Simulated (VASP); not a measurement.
Write the native input for VASP 6.6.1 that does the following.

| Item | Value |
| --- | --- |
| Task | single point |
| Functional | PBE |
| Potentials or basis | VASP PAW PBE potentials, release 64 (Cd, S) |
| Cutoff | 520 eV |
| k mesh | 7 × 7 × 2 |
| Occupations | gaussian, width 0.05 eV |
| Spin | no spin polarisation |
| Dipole correction | no |
| Further INCAR settings | ALGO = Normal; EDIFF = 1e-06; NBANDS = 46 |

The structure of CdS lies in POSCAR:

```
CdS
1.0
   -2.0985806452     -3.6348483013      0.0000000000
    2.0985806452     -3.6348483013      0.0000000000
    0.3497634409     -4.2406563515     13.6554617430
Cd S
4 4
Direct
    0.2137525396      0.0627811639      0.9058282541
    0.4637525396      0.3961144973      0.4058282541
    0.2554192063      0.2294478306      0.1558282541
    0.0054192063     -0.1038855027      0.6558282541
    0.6195807937      0.6038855027      0.0941717459
    0.3695807937      0.2705521694      0.5941717459
    0.1612474604      0.1038855027      0.3441717459
   -0.0887525396     -0.2294478306      0.8441717459
```

These files were run (other wordings do the same):

INCAR

```
PREC = Accurate
ENCUT = 520
EDIFF = 1E-6
ISMEAR = 0
SIGMA = 0.05
LREAL = F
LASPH = T
NELM = 100
ALGO = Normal
ISIF = 2
LWAVE = F
LCHARG = F
GGA = PE
NBANDS = 46
```

KPOINTS

```
Automatic mesh
0
Gamma
  7 7 2
```

Potentials or basis: VASP PAW PBE potentials, release 64 (Cd, S).

Run with:

```bash
$ cat potpaw_PBE.64/Cd/POTCAR potpaw_PBE.64/S/POTCAR > POTCAR
$ mpirun -np 1 vasp_std > vasp.out
```

Results of the run:

- Pressure: -0.2 GPa
- Largest force: 0.584 eV/Å
- Band gap on the k mesh: 0.59 eV, direct

Wall time 6.3 min on 1 thread of Intel(R) Xeon(R) Platinum 8375C CPU @ 2.90GHz (Ice Lake), on a shared host, peak memory 0.54 GiB.
